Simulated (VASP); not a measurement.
# SnSe (Fm-3m) in VASP: a series of runs

SnSe is run at these levels: PBE; tasks: single point.

Program: VASP 6.6.1. These are calculated values, not measurements. Logs are shortened: lines on timing, memory, paths and dates and some standing lists are left out, and cuts for length are marked.

**1. The cell of the first run**

It takes space group Fm-3m (No. 225, cubic). Conventional cell: a = 5.897 Å, b = 5.897 Å, c = 5.897 Å, α = 90.00°, β = 90.00°, γ = 90.00°. Sn (site symmetry m-3m) has 6 Se at 2.95 Å within 3.9 Å. Within 3.9 Å of Se (site symmetry m-3m) lie 6 Sn at 2.95 Å.

**2. Single point, PBE**

File INCAR:

```
SYSTEM = SnSe
ALGO = Normal
EDIFF = 1E-6
ENCUT = 500
GGA = PE
GGA_COMPAT = .FALSE.
ISIF = 2
ISMEAR = 1
LASPH = .TRUE.
LCHARG = .TRUE.
LELF = .TRUE.
LREAL = .FALSE.
LVHAR = .TRUE.
LWAVE = .FALSE.
NBANDS = 17
NELM = 120
PREC = Accurate
SIGMA = 0.05
```

File KPOINTS:

```
k-points
0
G
  6 6 6
  0 0 0
```

File POSCAR:

```
SnSe
1.0
    0.0000000000      2.9485541872      2.9485541872
    2.9485541872      0.0000000000      2.9485541872
    2.9485541872      2.9485541872      0.0000000000
Sn Se
1 1
Direct
    0.0000000000      0.0000000000      0.0000000000
    0.5000000000      0.5000000000      0.5000000000
```

Potentials or basis: VASP PAW PBE potentials, release 64 (Sn_d, Se).

On the command line:

```sh
cat potpaw_PBE.64/Sn_d/POTCAR potpaw_PBE.64/Se/POTCAR > POTCAR
mpirun -np 1 vasp_std > vasp.out
```

OUTCAR:

```text
SYSTEM = SnSe
   EDIFF = 1E-6
   ENCUT = 500
   GGA = PE
   ISIF = 2
   ISMEAR = 1
   LASPH = .TRUE.
   LREAL = .FALSE.
   NELM = 120
   PREC = Accurate

 ion  position               nearest neighbor table
   1  0.000  0.000  0.000-   2 2.95   2 2.95   2 2.95   2 2.95   2 2.95   2 2.95
   2  0.500  0.500  0.500-   1 2.95   1 2.95   1 2.95   1 2.95   1 2.95   1 2.95

  LATTYP: Found a face centered cubic cell.
 ALAT       =     5.8971083744

  Lattice vectors:

 A1 = (   0.0000000000,   2.9485541872,   2.9485541872)
 A2 = (   2.9485541872,   0.0000000000,   2.9485541872)
 A3 = (   2.9485541872,   2.9485541872,   0.0000000000)

Analysis of symmetry for initial positions (statically):
=====================================================================
 Subroutine PRICEL returns:
 Original cell was already a primitive cell.

 Routine SETGRP: Setting up the symmetry group for a
 face centered cubic supercell.

 Subroutine GETGRP returns: Found 48 space group operations
 (whereof 48 operations were pure point group operations)
 out of a pool of 48 trial point group operations.

The static configuration has the point symmetry O_h .

Analysis of symmetry for dynamics (positions and initial velocities):
=====================================================================
 Subroutine PRICEL returns:
 Original cell was already a primitive cell.

 Routine SETGRP: Setting up the symmetry group for a
 face centered cubic supercell.

 Subroutine GETGRP returns: Found 48 space group operations
 (whereof 48 operations were pure point group operations)
 out of a pool of 48 trial point group operations.

The dynamic configuration has the point symmetry O_h .

 Subroutine INISYM returns: Found 48 space group operations
 (whereof 48 operations are pure point group operations),
 and found     1 'primitive' translations

----------------------------------------------------------------------------------------

                                     Primitive cell

  volume of cell :      51.2693

  direct lattice vectors                    reciprocal lattice vectors
     0.000000000  2.948554187  2.948554187    -0.169574635  0.169574635  0.169574635
     2.948554187  0.000000000  2.948554187     0.169574635 -0.169574635  0.169574635
     2.948554187  2.948554187  0.000000000     0.169574635  0.169574635 -0.169574635

  length of vectors
     4.169885321  4.169885321  4.169885321     0.293711883  0.293711883  0.293711883

  position of ions in fractional coordinates (direct lattice)
     0.000000000  0.000000000  0.000000000
     0.500000000  0.500000000  0.500000000

  ion indices of the primitive-cell ions
   primitive index   ion index
                 1           1
                 2           2

----------------------------------------------------------------------------------------

 KPOINTS: k-points

Automatic generation of k-mesh.
 Grid dimensions read from file:
 generate k-points for:    6    6    6

 Generating k-lattice:

  Cartesian coordinates                     Fractional coordinates (reciprocal lattice)
    -0.028262439  0.028262439  0.028262439     0.166666667  0.000000000  0.000000000
     0.028262439 -0.028262439  0.028262439     0.000000000  0.166666667  0.000000000
     0.028262439  0.028262439 -0.028262439     0.000000000  0.000000000  0.166666667

  Length of vectors
     0.048951981  0.048951981  0.048951981

  Shift w.r.t. Gamma in fractional coordinates (k-lattice)
     0.000000000  0.000000000  0.000000000

 Subroutine IBZKPT returns following result:
 ===========================================

 Found     16 irreducible k-points:

 Following reciprocal coordinates:
            Coordinates               Weight
  0.000000  0.000000  0.000000      1.000000
  0.166667  0.000000  0.000000      8.000000
  0.333333  0.000000  0.000000      8.000000
  0.500000  0.000000  0.000000      4.000000
  0.166667  0.166667  0.000000      6.000000
  0.333333  0.166667  0.000000     24.000000
[... 8 lines left out ...]
 -0.333333  0.333333  0.166667     24.000000
 -0.333333  0.500000  0.166667     12.000000
   k-points           NKPTS =     16   k-points in BZ     NKDIM =     16   number of bands    NBANDS=     17
   number of dos      NEDOS =    301   number of ions     NIONS =      2
   total plane-waves  NPLWV =  27000
   dimension x,y,z NGX =    30 NGY =   30 NGZ =   30
   dimension x,y,z NGXF=    60 NGYF=   60 NGZF=   60
   ions per type =               1   1
   NGX,Y,Z   is equivalent  to a cutoff of  11.96, 11.96, 11.96 a.u.
   NGXF,Y,Z  is equivalent  to a cutoff of  23.92, 23.92, 23.92 a.u.
 SYSTEM =  SnSe
   PREC   = accura    normal or accurate (medium, high low for compatibility)
   ISTART =      0    job   : 0-new  1-cont  2-samecut
   ICHARG =      2    charge: 1-file 2-atom 10-const
   ISPIN  =      1    spin polarized calculation?
   LNONCOLLINEAR =      F non collinear calculations
   LSORBIT =      F    spin-orbit coupling
   LASPH  =      T    aspherical Exc in radial PAW
   ENCUT  =  500.0 eV  36.75 Ry    6.06 a.u.   7.60  7.60  7.60*2*pi/ulx,y,z
   NELM   =    120;   NELMIN=  2; NELMDL= -5     # of ELM steps
   EDIFF  = 0.1E-05   stopping-criterion for ELM
   LREAL  =      F    real-space projection
   EDIFFG = 0.1E-04   stopping-criterion for IOM
   NSW    =      0    number of steps for IOM
   IBRION =     -1    ionic relax: 0-MD 1-quasi-New 2-CG
   NFREE  =      0    steps in history (QN), initial steepest desc. (CG)
   ISIF   =      2    stress and relaxation
   ISYM   =      2    0-nonsym 1-usesym 2-fastsym
   POTIM  = 0.5000    time-step for ionic-motion
   TEBEG  =    0.0;   TEEND  =   0.0 temperature during run
   PSTRESS=    0.0 pullay stress
   NELECT =      20.0000    total number of electrons
   NUPDOWN=      -1.0000    fix difference up-down
   EMIN   =  10.00;   EMAX   =-10.00  energy-range for DOS
   EFERMI =   0.00;   METHOD = LEGACY
   ISMEAR =     1;   SIGMA  =   0.05  broadening in eV -4-tet -1-fermi 0-gaus
   EFERMI_NEDOS =   21; number of points for ismear=-14 and -15
   IALGO  =     38    algorithm
   IMIX   =      4    mixing-type and parameters
     AMIX     =   0.40;   BMIX     =  1.00
     AMIX_MAG =   1.60;   BMIX_MAG =  1.00
  volume/ion in A,a.u.               =      25.63       172.99
  Fermi-wavevector in a.u.,A,eV,Ry     =   1.196187  2.260466 19.468075  1.430863
  Thomas-Fermi vector in A             =   2.332134
   LORBIT       =      0    0 simple, 1 ext, 2 COOP (PROOUT), +10 PAW based schemes
   GGA     = PE    functional components
   LHFCALC =     F    Hartree Fock is set to
   AEXX    =    0.0000 exact exchange contribution
   IVDW    =     0    specifies the selected vdW correction
   LEPSILON=     F    determine dielectric tensor
   LRPA    =     F    only Hartree local field effects (RPA)
 non-spin polarized calculation
 Methfessel and Paxton  Order N= 1 SIGMA  =   0.05
  energy-cutoff  :      500.00
  volume of cell :       51.27
 maximum number of plane-waves:      1315
   NGX = 15   NGY = 15   NGZ = 15

 number of electron      20.0000011 magnetization

 Free energy of the ion-electron system (eV)
  ---------------------------------------------------
  ext. energy  EPLUGINS =         0.00000000
  ---------------------------------------------------
  free energy    TOTEN  =        -8.18689862 eV

  energy without entropy =       -8.18695230  energy(sigma->0) =       -8.18691651

 E-fermi :   6.2802     XC(G=0):  -9.8914

 val. band max:        6.2381052745   @ k =   0.5000   0.0000   0.0000
 cond. band min:       7.1045222639   @ k =   0.5000   0.0000   0.0000
 fundamental gap:      0.8664169893
 Fermi energy:         6.2801993852

 k-point     1 :       0.0000    0.0000    0.0000
  band No.  band energies     occupation
      1     -15.3145      2.00000
      2     -15.3145      2.00000
      3     -15.3134      2.00000
      4     -15.3134      2.00000
      5     -15.3134      2.00000
      6      -8.0258      2.00000
[... 9 lines left out ...]
     16      12.0762      0.00000
     17      14.4261      0.00000

 k-point     2 :       0.1667    0.0000    0.0000
  band No.  band energies     occupation
      1     -15.3171      2.00000
      2     -15.3171      2.00000
      3     -15.3127      2.00000
      4     -15.3094      2.00000
      5     -15.3094      2.00000
      6      -7.8123      2.00000
[... 9 lines left out ...]
     16      12.7430      0.00000
     17      16.3313      0.00000

 k-point     3 :       0.3333    0.0000    0.0000
  band No.  band energies     occupation
      1     -15.3225      2.00000
      2     -15.3225      2.00000
      3     -15.3113      2.00000
      4     -15.3010      2.00000
      5     -15.3010      2.00000
      6      -7.2928      2.00000
[... 9 lines left out ...]
     16      14.4452      0.00000
     17      18.5783      0.00000

 k-point     4 :       0.5000    0.0000    0.0000
  band No.  band energies     occupation
      1     -15.3252      2.00000
      2     -15.3252      2.00000
      3     -15.3106      2.00000
      4     -15.2968      2.00000
      5     -15.2968      2.00000
      6      -6.9568      2.00000
[... 9 lines left out ...]
     16      16.5679      0.00000
     17      16.6712      0.00000
[... 183 lines left out ...]
      1     -15.3355      2.00000
      2     -15.3149      2.00000
      3     -15.3131      2.00000
      4     -15.2989      2.00000
      5     -15.2967      2.00000
      6      -6.9183      2.00000
[... 9 lines left out ...]
     16      16.3969      0.00000
     17      17.0105      0.00000

 k-point    15 :      -0.3333    0.3333    0.1667
  band No.  band energies     occupation
      1     -15.3374      2.00000
      2     -15.3164      2.00000
      3     -15.3064      2.00000
      4     -15.3045      2.00000
      5     -15.2935      2.00000
      6      -6.6856      2.00000
[... 9 lines left out ...]
     16      17.8640      0.00000
     17      17.9689      0.00000

 k-point    16 :      -0.3333    0.5000    0.1667
  band No.  band energies     occupation
      1     -15.3457      2.00000
      2     -15.3144      2.00000
      3     -15.3108      2.00000
      4     -15.2987      2.00000
      5     -15.2906      2.00000
      6      -6.5939      2.00000
[... 9 lines left out ...]
     16      17.7941      0.00000
     17      19.1641      0.00000

------------------------ aborting loop because EDIFF is reached ----------------------------------------

  FORCE on cell =-STRESS in cart. coord.  units (eV):
  Direction    XX          YY          ZZ          XY          YZ          ZX
  --------------------------------------------------------------------------------------
  -------------------------------------------------------------------------------------
  Total        1.3627835      1.3627835      1.3627835      0.0000000     -0.0000000      0.0000000
  in kB       42.5873005     42.5873005     42.5873005      0.0000000     -0.0000000      0.0000000
  external PRESSURE =      42.5873005 kB  Pullay stress =       0.0000000 kB

 VOLUME and BASIS-vectors are now :
 -----------------------------------------------------------------------------
  energy-cutoff  :      500.00
  volume of cell :       51.27
      direct lattice vectors                 reciprocal lattice vectors
     0.000000000  2.948554187  2.948554187    -0.169574635  0.169574635  0.169574635
     2.948554187  0.000000000  2.948554187     0.169574635 -0.169574635  0.169574635
     2.948554187  2.948554187  0.000000000     0.169574635  0.169574635 -0.169574635

 POSITION                                       TOTAL-FORCE (eV/Angst)
 -----------------------------------------------------------------------------------
      0.00000      0.00000      0.00000        -0.000000     -0.000000      0.000000
      2.94855      2.94855      2.94855         0.000000      0.000000     -0.000000
 -----------------------------------------------------------------------------------
    total drift:                               -0.000000      0.000000      0.000000

  FREE ENERGIE OF THE ION-ELECTRON SYSTEM (eV)
  ---------------------------------------------------
  free  energy   TOTEN  =        -8.1868986180 eV

  energy  without entropy=       -8.1869523023  energy(sigma->0) =       -8.18691651
```

Run time: 18 s. Hardware: 1 thread of AMD EPYC 7R43 (Zen 3), shared host; peak memory 0.13 GiB.

Results:

- Free energy: -8.1869 eV
- Pressure: 4.3 GPa
- Band gap on the k mesh: 0.87 eV, direct

Caveat: spin-orbit coupling is left out, which moves the levels of the heavy elements. A k mesh can miss the band edges.

**3. Single point, PBE**

This run uses another cell than the first one, of 26.18 Å³/atom, 1.021 times its volume.

File INCAR:

```
SYSTEM = SnSe
ALGO = Normal
EDIFF = 1E-6
ENCUT = 500
GGA = PE
GGA_COMPAT = .False.
ISIF = 2
ISMEAR = 1
LASPH = .True.
LCHARG = .False.
LREAL = .False.
LWAVE = .False.
NBANDS = 17
NELM = 120
PREC = Accurate
SIGMA = 0.05
```

File KPOINTS:

```
k-points
0
Gamma
  6 6 6
  0 0 0
```

File POSCAR:

```
SnSe
1.0
    0.0000000000      2.9693193375      2.9693193375
    2.9693193375      0.0000000000      2.9693193375
    2.9693193375      2.9693193375      0.0000000000
Sn Se
1 1
Direct
    0.0000000000      0.0000000000      0.0000000000
    0.5000000000      0.5000000000      0.5000000000
```

Potentials or basis: VASP PAW PBE potentials, release 64 (Sn_d, Se).

On the command line:

```sh
cat potpaw_PBE.64/Sn_d/POTCAR potpaw_PBE.64/Se/POTCAR > POTCAR
mpirun -np 1 vasp_std > vasp.out
```

OUTCAR:

```text
SYSTEM = SnSe
   EDIFF = 1E-6
   ENCUT = 500
   GGA = PE
   ISIF = 2
   ISMEAR = 1
   LASPH = .True.
   LREAL = .False.
   NELM = 120
   PREC = Accurate

 ion  position               nearest neighbor table
   1  0.000  0.000  0.000-   2 2.97   2 2.97   2 2.97   2 2.97   2 2.97   2 2.97
   2  0.500  0.500  0.500-   1 2.97   1 2.97   1 2.97   1 2.97   1 2.97   1 2.97

  LATTYP: Found a face centered cubic cell.
 ALAT       =     5.9386386750

  Lattice vectors:

[... 498 lines left out ...]

  FORCE on cell =-STRESS in cart. coord.  units (eV):
  Direction    XX          YY          ZZ          XY          YZ          ZX
  --------------------------------------------------------------------------------------
  -------------------------------------------------------------------------------------
  Total        0.9489137      0.9489137      0.9489137      0.0000000     -0.0000000      0.0000000
  in kB       29.0359878     29.0359878     29.0359878      0.0000000     -0.0000000      0.0000000
  external PRESSURE =      29.0359878 kB  Pullay stress =       0.0000000 kB

 VOLUME and BASIS-vectors are now :
 -----------------------------------------------------------------------------
  energy-cutoff  :      500.00
  volume of cell :       52.36
      direct lattice vectors                 reciprocal lattice vectors
     0.000000000  2.969319337  2.969319337    -0.168388760  0.168388760  0.168388760
     2.969319337  0.000000000  2.969319337     0.168388760 -0.168388760  0.168388760
     2.969319337  2.969319337  0.000000000     0.168388760  0.168388760 -0.168388760

 POSITION                                       TOTAL-FORCE (eV/Angst)
 -----------------------------------------------------------------------------------
      0.00000      0.00000      0.00000         0.000000      0.000000      0.000000
      2.96932      2.96932      2.96932        -0.000000     -0.000000     -0.000000
 -----------------------------------------------------------------------------------
    total drift:                                0.000000     -0.000000     -0.000000

  FREE ENERGIE OF THE ION-ELECTRON SYSTEM (eV)
  ---------------------------------------------------
  free  energy   TOTEN  =        -8.2115875384 eV

  energy  without entropy=       -8.2116412227  energy(sigma->0) =       -8.21160543
```

It took 19 s on 1 thread of AMD EPYC 7R43 (Zen 3), shared host; peak memory 0.14 GiB.

Results:

```yaml
Free_energy: -8.2116 eV
Pressure: 2.9 GPa
Band_gap_on_the_k_mesh: 0.76 eV, direct
```

Levels at points of the mesh, in eV from the valence-band top:
```tsv
k point	band 8	band 9	band 10	band 11	band 12	band 13
(0.00, 0.00, 0.00)	-2.28	-2.28	-2.28	4.51	4.51	4.51
(0.50, 0.00, 0.00)	-2.03	-2.03	0.00	0.76	1.26	1.26
(0.50, 0.50, 0.00)	-5.72	-3.80	-3.80	2.92	5.61	5.61
```

Caveat: spin-orbit coupling is left out, which moves the levels of the heavy elements.

[end of part 1 of 3]
